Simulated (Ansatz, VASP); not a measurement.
**Pt in VASP and in Ansatz**

Contents of INCAR:

```
SYSTEM = Pt
  PREC = Accurate
  ENCUT = 500
  EDIFF = 1E-7
  ISMEAR = 0
  SIGMA = 0.1
  LREAL = .FALSE.
  LASPH = .TRUE.
  NELM = 120
  ALGO = Normal
  ISIF = 3
  LWAVE = .FALSE.
  LCHARG = .FALSE.
  GGA = PS
  IBRION = 2
  NSW = 100
  EDIFFG = -0.002
  GGA_COMPAT = .FALSE.
  NELMIN = 4
```

The input KPOINTS:

```
regular mesh
0
G
  18 18 18
  0 0 0
```

Contents of POSCAR:

```
Pt
1.0
   -1.5570610896      1.5570610896      1.5570610896
    1.5570610896     -1.5570610896      1.5570610896
    1.5570610896      1.5570610896     -1.5570610896
Pt
1
Direct
    0.0000000000      0.0000000000      0.0000000000
```

Input for Ansatz:

```yaml
crystal:
  lattice:
    - [-1.5570610896, 1.5570610896, 1.5570610896]
    - [1.5570610896, -1.5570610896, 1.5570610896]
    - [1.5570610896, 1.5570610896, -1.5570610896]
  atoms:
    - { symbol: Pt, position: [0.0, 0.0, 0.0] }
basis:
  ecutwfc: 420
kpoints:
  mp_grid: { grid: [18, 18, 18] }
hamiltonian:
  xc: pbesol
  pseudopotentials: { kind: paw, azcp: { folder: soft_1 } }
scf:
  occupations: { method: gaussian, width: 0.1 }
output:
  forces: true
  stress: true
  eigenvalues: true
  write_density: true
  write_potential: true
  elf: true
  volumetric_format: npy
relax:
  adjacent_minimum: "off"
  f_tol: 0.002
  max_steps: 80
  cell: { stress_tol: 0.02 }
```

Alike in both runs: task relaxation of cell and atoms; functional PBEsol; k mesh 18 × 18 × 18; occupations gaussian, width 0.1 eV; no spin polarisation.

```csv
,VASP,Ansatz
version,VASP 6.6.1,Ansatz 0.2.0
potentials or method,"VASP PAW PBE potentials, release 64 (Pt), cutoff 500 eV","scalar-relativistic, plane waves, PAW"
valence electrons in the cell,10,18
```

VASP gave:

```
gap on the k mesh at the Fermi level, each at its own relaxed structure (eV) : none
relaxed volume (Å³/atom)                                                     : 15.18
relaxed cell length with the largest relative difference (Å)                 : 2.701
```

Question: What did Ansatz give for the same quantities?

Answer: gap on the k mesh at the Fermi level, each at its own relaxed structure (eV): none; relaxed volume (Å³/atom): 15.20; relaxed cell length with the largest relative difference (Å): 2.703.

VASP's potentials were made for PBE, not for PBEsol, and Ansatz warns of the same on its side. A gap of «none» marks a metal or a gap that the smearing closes. VASP's potentials hold 10 valence electrons a cell and Ansatz's 18, so a difference there can come from the potentials and not from the codes.

Spin-orbit coupling is off throughout.
